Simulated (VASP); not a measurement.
**Al: single point with PBE**

Al:

```
CELL_PARAMETERS angstrom
0.00000 2.04422 2.02398
2.00374 0.00000 2.02398
2.00374 2.04422 0.00000
ATOMIC_POSITIONS crystal
Al 0.00000 0.00000 0.00000
```

This cell differs from its parent crystal: strain -0.0100 x Voigt [1, -1, 0, 0, 0, 0].

- Program: VASP 6.6.1
- Task: single point
- Functional: PBE
- Potentials or basis: VASP PAW PBE potentials, release 64 (Al)
- Cutoff: 520 eV
- k mesh: 20 × 20 × 20
- Occupations: gaussian, width 0.15 eV
- Spin: no spin polarisation

```
Pressure : -0.4 GPa
```

Stress tensor (GPa, compression positive):
```
-0.26  0.00  0.00
 0.00 -0.75  0.00
 0.00  0.00 -0.30
```

Levels at points of the mesh, in eV from the Fermi level:
| k point | band 1 | band 2 | band 3 | band 4 |
| --- | --- | --- | --- | --- |
| (0.00, 0.00, 0.00) | -11.14 | 12.45 | 12.56 | 12.66 |
| (0.50, 0.00, 0.00) | -4.61 | -4.41 | 11.10 | 11.20 |
| (0.50, 0.50, 0.00) | -2.95 | -1.64 | 5.22 | 5.47 |
| (0.50, 0.00, 0.50) | -3.09 | -1.84 | 5.33 | 5.68 |
| (0.00, 0.50, 0.50) | -2.81 | -1.43 | 5.10 | 5.32 |

It took 60 s on 1 thread of Intel Xeon 6975P-C, on a shared host, peak memory 0.24 GiB.

Caveat: the cell differs from its parent crystal (strain -0.0100 x Voigt [1, -1, 0, 0, 0, 0]).
